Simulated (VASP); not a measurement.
A run of VASP 6.6.1 is set up as follows.

Contents of INCAR:

```
SYSTEM = Si4C5
PREC = Accurate ; ENCUT = 520
EDIFF = 1E-6 ; ISMEAR = 0
SIGMA = 0.05 ; LREAL = .FALSE.
LASPH = .TRUE. ; NELM = 150
ALGO = Normal ; ISIF = 2
LWAVE = .FALSE. ; LCHARG = .TRUE.
ISPIN = 2 ; MAGMOM = 0 0 0 0 2 0 0 0 0
LORBIT = 11 ; LDIPOL = .TRUE.
IDIPOL = 3 ; DIPOL = 0.5 0.5 0.347
GGA = PE ; LELF = .TRUE.
LVHAR = .TRUE. ; LVACPOTAV = .TRUE.
NBANDS = 32
```

The input KPOINTS:

```
Automatic mesh
0
G
  9 9 1
  0 0 0
```

File POSCAR:

```
Si4C5
1.0
    3.0920147208      0.0000000000      0.0000000000
   -1.5460073604      2.6777632971      0.0000000000
    0.0000000000      0.0000000000     25.2337106667
C Si
5 4
Direct
    0.3333333333      0.6666666667      0.1585181051
    0.6666666667      0.3333333333      0.2590546646
    0.3333333333      0.6666666667      0.3607902149
    0.6666666667      0.3333333333      0.4623551549
    0.3333333333      0.6666666667      0.5462419241
    0.6666666667      0.3333333333      0.1834768895
    0.3333333333      0.6666666667      0.2840134490
    0.6666666667      0.3333333333      0.3842867907
    0.3333333333      0.6666666667      0.4848161584
```

Potentials or basis: VASP PAW PBE potentials, release 64 (C, Si).

Command:

```console
$ cat potpaw_PBE.64/C/POTCAR potpaw_PBE.64/Si/POTCAR > POTCAR
$ mpirun -np 1 vasp_std > vasp.out
```

Question: Predict the net moment.

Answer: 0.92 μB per cell.

Question: Predict the site moments.

Answer: C -0.00, +0.00, +0.03, +0.47 (each value once); Si +0.00, +0.02, +0.05 (each value once) μB.

Forces in eV/Å, atoms in the order of the input:
```
C     0.000   0.000   2.335
C     0.000   0.000   0.812
C     0.000   0.000  -0.481
C     0.000   0.000  -1.946
C     0.000   0.000  12.009
Si    0.000   0.000  -2.712
Si    0.000   0.000  -0.294
Si    0.000   0.000   0.680
Si    0.000   0.000 -10.404
```
